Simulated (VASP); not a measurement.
# KBr (Fm-3m) in VASP: notebook

The runs below take KBr through single point, with PBE.

All numbers are computed with VASP 6.6.1; they aren't measurements. Logs are shortened: lines on timing, memory, paths and dates and some standing lists are left out, and cuts for length are marked.

### Step 1. The cell of the first run

It takes space group Fm-3m (No. 225, cubic). The conventional cell has a = 6.600 Å, b = 6.600 Å, c = 6.600 Å, α = 90.00°, β = 90.00°, γ = 90.00°. Within 4.3 Å of Br (site symmetry m-3m) lie 6 K at 3.30 Å. K (site symmetry m-3m) has 6 Br at 3.30 Å within 4.3 Å.

### Step 2. Single point, PBE

INCAR

```
  ALGO = Normal
  EDIFF = 1E-6
  ENCUT = 520
  GGA = PE
  ISIF = 2
  ISMEAR = 0
  LASPH = T
  LCHARG = F
  LREAL = F
  LWAVE = F
  NBANDS = 15
  NELM = 60
  PREC = Accurate
  SIGMA = 0.01
```

KPOINTS

```
k-points
0
Gamma
  4 4 4
```

POSCAR

```
KBr
1.0
    0.0000000000      3.3000000000      3.3000000000
    3.3000000000      0.0000000000      3.3000000000
    3.3000000000      3.3000000000      0.0000000000
Br K
1 1
Direct
    0.5000000000      0.5000000000      0.5000000000
    0.0000000000      0.0000000000      0.0000000000
```

Potentials or basis: VASP PAW PBE potentials, release 64 (Br, K_sv).

Run with:

```sh
$ cat potpaw_PBE.64/Br/POTCAR potpaw_PBE.64/K_sv/POTCAR > POTCAR
$ mpirun -np 1 vasp_std > vasp.out
```

OUTCAR:

```text
EDIFF = 1E-6
   ENCUT = 520
   GGA = PE
   ISIF = 2
   ISMEAR = 0
   LASPH = T
   LREAL = F
   NELM = 60
   PREC = Accurate

 ion  position               nearest neighbor table
   1  0.500  0.500  0.500-   2 3.30   2 3.30   2 3.30   2 3.30   2 3.30   2 3.30
   2  0.000  0.000  0.000-   1 3.30   1 3.30   1 3.30   1 3.30   1 3.30   1 3.30

  LATTYP: Found a face centered cubic cell.
 ALAT       =     6.6000000000

  Lattice vectors:

 A1 = (   0.0000000000,   3.3000000000,   3.3000000000)
 A2 = (   3.3000000000,   0.0000000000,   3.3000000000)
 A3 = (   3.3000000000,   3.3000000000,   0.0000000000)

Analysis of symmetry for initial positions (statically):
=====================================================================
 Subroutine PRICEL returns:
 Original cell was already a primitive cell.

 Routine SETGRP: Setting up the symmetry group for a
 face centered cubic supercell.

 Subroutine GETGRP returns: Found 48 space group operations
 (whereof 48 operations were pure point group operations)
 out of a pool of 48 trial point group operations.

The static configuration has the point symmetry O_h .

Analysis of symmetry for dynamics (positions and initial velocities):
=====================================================================
 Subroutine PRICEL returns:
 Original cell was already a primitive cell.

 Routine SETGRP: Setting up the symmetry group for a
 face centered cubic supercell.

 Subroutine GETGRP returns: Found 48 space group operations
 (whereof 48 operations were pure point group operations)
 out of a pool of 48 trial point group operations.

The dynamic configuration has the point symmetry O_h .

 Subroutine INISYM returns: Found 48 space group operations
 (whereof 48 operations are pure point group operations),
 and found     1 'primitive' translations

----------------------------------------------------------------------------------------

                                     Primitive cell

  volume of cell :      71.8740

  direct lattice vectors                    reciprocal lattice vectors
     0.000000000  3.300000000  3.300000000    -0.151515152  0.151515152  0.151515152
     3.300000000  0.000000000  3.300000000     0.151515152 -0.151515152  0.151515152
     3.300000000  3.300000000  0.000000000     0.151515152  0.151515152 -0.151515152

  length of vectors
     4.666904756  4.666904756  4.666904756     0.262431941  0.262431941  0.262431941

  position of ions in fractional coordinates (direct lattice)
     0.500000000  0.500000000  0.500000000
     0.000000000  0.000000000  0.000000000

  ion indices of the primitive-cell ions
   primitive index   ion index
                 1           1
                 2           2

----------------------------------------------------------------------------------------

 KPOINTS: k-points

Automatic generation of k-mesh.
 Grid dimensions read from file:
 generate k-points for:    4    4    4

 Generating k-lattice:

  Cartesian coordinates                     Fractional coordinates (reciprocal lattice)
    -0.037878788  0.037878788  0.037878788     0.250000000  0.000000000  0.000000000
     0.037878788 -0.037878788  0.037878788     0.000000000  0.250000000  0.000000000
     0.037878788  0.037878788 -0.037878788     0.000000000  0.000000000  0.250000000

  Length of vectors
     0.065607985  0.065607985  0.065607985

  Shift w.r.t. Gamma in fractional coordinates (k-lattice)
     0.000000000  0.000000000  0.000000000

 Subroutine IBZKPT returns following result:
 ===========================================

 Found      8 irreducible k-points:

 Following reciprocal coordinates:
            Coordinates               Weight
  0.000000  0.000000  0.000000      1.000000
  0.250000  0.000000  0.000000      8.000000
  0.500000  0.000000  0.000000      4.000000
  0.250000  0.250000  0.000000      6.000000
  0.500000  0.250000  0.000000     24.000000
 -0.250000  0.250000  0.000000     12.000000
  0.500000  0.500000  0.000000      3.000000
 -0.250000  0.500000  0.250000      6.000000
   k-points           NKPTS =      8   k-points in BZ     NKDIM =      8   number of bands    NBANDS=     15
   number of dos      NEDOS =    301   number of ions     NIONS =      2
   total plane-waves  NPLWV =  46656
   dimension x,y,z NGX =    36 NGY =   36 NGZ =   36
   dimension x,y,z NGXF=    72 NGYF=   72 NGZF=   72
   ions per type =               1   1
   NGX,Y,Z   is equivalent  to a cutoff of  12.82, 12.82, 12.82 a.u.
   NGXF,Y,Z  is equivalent  to a cutoff of  25.65, 25.65, 25.65 a.u.
 SYSTEM =  unknown system
   PREC   = accura    normal or accurate (medium, high low for compatibility)
   ISTART =      0    job   : 0-new  1-cont  2-samecut
   ICHARG =      2    charge: 1-file 2-atom 10-const
   ISPIN  =      1    spin polarized calculation?
   LNONCOLLINEAR =      F non collinear calculations
   LSORBIT =      F    spin-orbit coupling
   LASPH  =      T    aspherical Exc in radial PAW
   ENCUT  =  520.0 eV  38.22 Ry    6.18 a.u.   8.68  8.68  8.68*2*pi/ulx,y,z
   NELM   =     60;   NELMIN=  2; NELMDL= -5     # of ELM steps
   EDIFF  = 0.1E-05   stopping-criterion for ELM
   LREAL  =      F    real-space projection
   EDIFFG = 0.1E-04   stopping-criterion for IOM
   NSW    =      0    number of steps for IOM
   IBRION =     -1    ionic relax: 0-MD 1-quasi-New 2-CG
   NFREE  =      0    steps in history (QN), initial steepest desc. (CG)
   ISIF   =      2    stress and relaxation
   ISYM   =      2    0-nonsym 1-usesym 2-fastsym
   POTIM  = 0.5000    time-step for ionic-motion
   TEBEG  =    0.0;   TEEND  =   0.0 temperature during run
   PSTRESS=    0.0 pullay stress
   NELECT =      16.0000    total number of electrons
   NUPDOWN=      -1.0000    fix difference up-down
   EMIN   =  10.00;   EMAX   =-10.00  energy-range for DOS
   EFERMI =   0.00;   METHOD = LEGACY
   ISMEAR =     0;   SIGMA  =   0.01  broadening in eV -4-tet -1-fermi 0-gaus
   EFERMI_NEDOS =   21; number of points for ismear=-14 and -15
   IALGO  =     38    algorithm
   IMIX   =      4    mixing-type and parameters
     AMIX     =   0.40;   BMIX     =  1.00
     AMIX_MAG =   1.60;   BMIX_MAG =  1.00
  volume/ion in A,a.u.               =      35.94       242.51
  Fermi-wavevector in a.u.,A,eV,Ry     =   0.992181  1.874950 13.393889  0.984423
  Thomas-Fermi vector in A             =   2.123975
   LORBIT       =      0    0 simple, 1 ext, 2 COOP (PROOUT), +10 PAW based schemes
   GGA     = PE    functional components
   LHFCALC =     F    Hartree Fock is set to
   AEXX    =    0.0000 exact exchange contribution
   IVDW    =     0    specifies the selected vdW correction
   LEPSILON=     F    determine dielectric tensor
   LRPA    =     F    only Hartree local field effects (RPA)
 non-spin polarized calculation
 Gauss-broadening in eV      SIGMA  =   0.01
  energy-cutoff  :      520.00
  volume of cell :       71.87
 maximum number of plane-waves:      1964
 NGX is ok and might be reduce to    36
   NGX = 17   NGY = 17   NGZ = 17

 number of electron      15.9999997 magnetization

 Free energy of the ion-electron system (eV)
  ---------------------------------------------------
  ext. energy  EPLUGINS =         0.00000000
  ---------------------------------------------------
  free energy    TOTEN  =        -6.21463858 eV

  energy without entropy =       -6.21463858  energy(sigma->0) =       -6.21463858

 E-fermi :  -1.6756     XC(G=0):  -7.3703

 val. band max:       -1.7399428697   @ k =   0.0000   0.0000   0.0000
 cond. band min:       2.6936834830   @ k =   0.0000   0.0000   0.0000
 fundamental gap:      4.4336263527
 Fermi energy:        -1.6755661148

 k-point     1 :       0.0000    0.0000    0.0000
  band No.  band energies     occupation
      1     -29.5219      2.00000
      2     -14.0320      2.00000
      3     -12.9992      2.00000
      4     -12.9992      2.00000
      5     -12.9992      2.00000
      6      -1.7399      2.00000
      7      -1.7399      2.00000
      8      -1.7399      2.00000
      9       2.6937      0.00000
     10       5.8637      0.00000
     11       5.8637      0.00000
     12       5.8637      0.00000
     13       6.6868      0.00000
     14       6.6868      0.00000
     15       9.8623      0.00000

 k-point     2 :       0.2500    0.0000    0.0000
  band No.  band energies     occupation
      1     -29.5191      2.00000
      2     -14.1293      2.00000
      3     -13.0020      2.00000
      4     -13.0020      2.00000
      5     -12.8666      2.00000
      6      -2.4112      2.00000
      7      -1.9131      2.00000
      8      -1.9131      2.00000
      9       3.9461      0.00000
     10       5.7474      0.00000
     11       6.5665      0.00000
     12       6.5665      0.00000
     13       7.4578      0.00000
     14       7.4578      0.00000
     15      10.4776      0.00000

 k-point     3 :       0.5000    0.0000    0.0000
  band No.  band energies     occupation
      1     -29.5163      2.00000
      2     -14.2099      2.00000
      3     -13.0048      2.00000
      4     -13.0048      2.00000
      5     -12.7497      2.00000
      6      -2.9185      2.00000
      7      -2.0727      2.00000
      8      -2.0727      2.00000
      9       4.8504      0.00000
     10       6.4950      0.00000
     11       8.0227      0.00000
     12       8.0227      0.00000
     13       8.3354      0.00000
     14       8.3354      0.00000
     15       9.1942      0.00000

 k-point     4 :       0.2500    0.2500    0.0000
  band No.  band energies     occupation
      1     -29.5182      2.00000
      2     -14.0793      2.00000
      3     -13.0171      2.00000
      4     -13.0171      2.00000
      5     -12.9121      2.00000
      6      -2.4461      2.00000
      7      -1.9020      2.00000
      8      -1.9020      2.00000
      9       4.1596      0.00000
     10       4.7906      0.00000
     11       7.1054      0.00000
     12       7.3115      0.00000
     13       7.3115      0.00000
     14       7.8786      0.00000
     15       9.9569      0.00000

 k-point     5 :       0.5000    0.2500    0.0000
  band No.  band energies     occupation
      1     -29.5155      2.00000
      2     -14.0893      2.00000
      3     -13.0391      2.00000
      4     -13.0200      2.00000
      5     -12.8836      2.00000
      6      -2.6245      2.00000
      7      -2.2024      2.00000
      8      -2.0494      2.00000
      9       4.9148      0.00000
     10       5.8311      0.00000
     11       7.2090      0.00000
     12       7.9079      0.00000
     13       8.0071      0.00000
     14       8.4757      0.00000
     15       9.1829      0.00000

 k-point     6 :      -0.2500    0.2500    0.0000
  band No.  band energies     occupation
      1     -29.5164      2.00000
      2     -14.1374      2.00000
      3     -13.0395      2.00000
      4     -13.0050      2.00000
      5     -12.8239      2.00000
      6      -2.6544      2.00000
      7      -2.1427      2.00000
      8      -2.0607      2.00000
      9       5.1508      0.00000
     10       5.7250      0.00000
     11       7.0865      0.00000
     12       7.2013      0.00000
     13       7.8881      0.00000
     14       8.9390      0.00000
     15       9.2535      0.00000

 k-point     7 :       0.5000    0.5000    0.0000
  band No.  band energies     occupation
      1     -29.5147      2.00000
      2     -13.9339      2.00000
      3     -13.0896      2.00000
      4     -13.0352      2.00000
      5     -13.0352      2.00000
      6      -2.5533      2.00000
      7      -2.0255      2.00000
      8      -2.0255      2.00000
      9       4.1246      0.00000
     10       5.4585      0.00000
     11       7.6266      0.00000
     12       7.7693      0.00000
     13       7.9325      0.00000
     14       9.0336      0.00000
     15       9.0336      0.00000

 k-point     8 :      -0.2500    0.5000    0.2500
  band No.  band energies     occupation
      1     -29.5146      2.00000
      2     -14.0310      2.00000
      3     -13.0622      2.00000
      4     -13.0622      2.00000
      5     -12.9028      2.00000
      6      -2.3272      2.00000
      7      -2.3272      2.00000
      8      -2.2766      2.00000
      9       5.6467      0.00000
     10       5.6467      0.00000
     11       6.5178      0.00000
     12       7.2628      0.00000
     13       8.9561      0.00000
     14       9.0583      0.00000
     15       9.2835      0.00000

------------------------ aborting loop because EDIFF is reached ----------------------------------------

  FORCE on cell =-STRESS in cart. coord.  units (eV):
  Direction    XX          YY          ZZ          XY          YZ          ZX
  --------------------------------------------------------------------------------------
  -------------------------------------------------------------------------------------
  Total        0.3408257      0.3408257      0.3408257      0.0000000      0.0000000      0.0000000
  in kB        7.5975060      7.5975060      7.5975060      0.0000000      0.0000000      0.0000000
  external PRESSURE =       7.5975060 kB  Pullay stress =       0.0000000 kB

 VOLUME and BASIS-vectors are now :
 -----------------------------------------------------------------------------
  energy-cutoff  :      520.00
  volume of cell :       71.87
      direct lattice vectors                 reciprocal lattice vectors
     0.000000000  3.300000000  3.300000000    -0.151515152  0.151515152  0.151515152
     3.300000000  0.000000000  3.300000000     0.151515152 -0.151515152  0.151515152
     3.300000000  3.300000000  0.000000000     0.151515152  0.151515152 -0.151515152

 POSITION                                       TOTAL-FORCE (eV/Angst)
 -----------------------------------------------------------------------------------
      3.30000      3.30000      3.30000         0.000000     -0.000000     -0.000000
      0.00000      0.00000      0.00000        -0.000000      0.000000      0.000000
 -----------------------------------------------------------------------------------
    total drift:                                0.000000      0.000000      0.000000

  FREE ENERGIE OF THE ION-ELECTRON SYSTEM (eV)
  ---------------------------------------------------
  free  energy   TOTEN  =        -6.2146385797 eV

  energy  without entropy=       -6.2146385797  energy(sigma->0) =       -6.21463858
```

Wall time 19 s (1 thread of Intel Xeon 8259CL, shared host); peak memory 0.2 GiB.

Results:

```
Free energy            : -6.2146 eV
Pressure               : 0.8 GPa
Band gap on the k mesh : 4.43 eV, direct
```

Levels at points of the mesh, in eV from the valence-band top:
| k point | band 6 | band 7 | band 8 | band 9 | band 10 | band 11 |
| --- | --- | --- | --- | --- | --- | --- |
| (0.00, 0.00, 0.00) | 0.00 | 0.00 | 0.00 | 4.43 | 7.60 | 7.60 |
| (0.50, 0.00, 0.00) | -1.18 | -0.33 | -0.33 | 6.59 | 8.23 | 9.76 |
| (0.50, 0.50, 0.00) | -0.81 | -0.29 | -0.29 | 5.86 | 7.20 | 9.37 |

As with any semilocal functional, this PBE gap is likely too small.

### Step 3. Single point, PBE

INCAR

```
SYSTEM = KBr
ALGO     = Normal         ! electronic algorithm
EDIFF    = 1E-6           ! SCF threshold, eV
ENCUT    = 500            ! plane-wave cutoff, eV
GGA      = PE             ! functional
GGA_COMPAT= .FALSE.      
ISIF     = 2              ! what is computed and relaxed
ISMEAR   = 0              ! smearing method
LASPH    = .TRUE.         ! aspherical terms in the spheres
LCHARG   = .FALSE.        ! write CHGCAR
LREAL    = .FALSE.        ! projectors in reciprocal space
LWAVE    = .FALSE.        ! write WAVECAR
NBANDS   = 15             ! bands
NELM     = 120            ! most SCF steps
PREC     = Accurate       ! precision mode
SIGMA    = 0.019000000000000003 ! smearing width, eV
```

KPOINTS

```
k-points
0
G
  7 7 7
  0 0 0
```

POSCAR is that of step 2.

Potentials or basis: VASP PAW PBE potentials, release 64 (Br, K_sv).

Run with:

```sh
$ cat potpaw_PBE.64/Br/POTCAR potpaw_PBE.64/K_sv/POTCAR > POTCAR
$ mpirun -np 1 vasp_std > vasp.out
```

It took 20 s on 1 thread of Intel Xeon Platinum 8259CL at 2.50GHz (Skylake/Cascade Lake), shared host; peak memory 0.21 GiB.

The run converged. Its results:

```yaml
Free_energy: -6.2150 eV
Pressure: 0.8 GPa
Band_gap_on_the_k_mesh: 4.43 eV, direct
```

Levels at points of the mesh, in eV from the valence-band top:
```csv
k point,band 4,band 5,band 6,band 7,band 8,band 9,band 10,band 11,band 12,band 13
"(0.00, 0.00, 0.00)",-11.26,-11.26,0.00,0.00,0.00,4.43,7.60,7.60,7.60,8.43
```

A k mesh can miss the band edges.
